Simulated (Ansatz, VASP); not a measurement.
**In3TeCl in VASP and in Ansatz**

```
CELL_PARAMETERS angstrom
5.22000 0.00000 0.00000
0.00000 5.22000 0.00000
0.00000 0.00000 5.22000
ATOMIC_POSITIONS crystal
Te 0.00000 0.00000 0.00000
Cl 0.50000 0.50000 0.50000
In 0.50000 0.50000 0.00000
In 0.50000 0.00000 0.50000
In 0.00000 0.50000 0.50000
```

Alike in both runs: task single point; functional LDA; k mesh 4 × 4 × 4; occupations gaussian, width 0.05 eV; no spin polarisation.

|  | VASP | Ansatz |
| --- | --- | --- |
| version | VASP 6.6.1 | Ansatz 0.2.0 |
| potentials or method | VASP PAW LDA potentials, release 64 (Te, Cl, In_d), cutoff 520 eV | scalar-relativistic, plane waves, PAW |
| valence electrons in the cell | 52 | 62 |

VASP gave:

| Item | Value |
| --- | --- |
| gap on the k mesh at the Fermi level (eV) | none |
| pressure (GPa) | 5.1 |

Estimate Ansatz's values.

gap on the k mesh at the Fermi level (eV): none; pressure (GPa): 5.0.

LDA's correlation is that of Perdew and Zunger in VASP and of Perdew and Wang (1992) in Ansatz. A gap of «none» marks a metal or a gap that the smearing closes. VASP's potentials hold 52 valence electrons a cell and Ansatz's 62, so a difference there can come from the potentials and not from the codes.

Neither program's run includes spin-orbit coupling.
